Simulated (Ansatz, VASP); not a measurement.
## Two plane-wave programs on CaB6

```
Ca B
1.0
     4.22927    0.00000    0.00000
     0.00000    4.22927    0.00000
     0.00000    0.00000    4.22927
Ca B
1 6
Direct
  0.00000 0.00000 0.00000
  0.20236 0.50000 0.50000
  0.50000 0.20236 0.50000
  0.79764 0.50000 0.50000
  0.50000 0.79764 0.50000
  0.50000 0.50000 0.20236
  0.50000 0.50000 0.79764
```

Alike in both runs: task relaxation of the atoms; functional PBE; k mesh 8 × 8 × 8; occupations gaussian, width 0.01 eV; no spin polarisation.

```csv
,VASP,Ansatz
version,VASP 6.6.1,Ansatz 0.2.0
potentials or method,"VASP PAW PBE potentials, release 64 (Ca_sv, B), cutoff 520 eV","scalar-relativistic, plane waves, PAW"
valence electrons in the cell,28,28
```

|  | VASP | Ansatz | Ansatz less VASP |
| --- | --- | --- | --- |
| gap on the k mesh at the Fermi level, each at its own relaxed structure (eV) | 0.02 | 0.02 | +0.005 |

Ansatz's warnings: stress scf threshold loose.
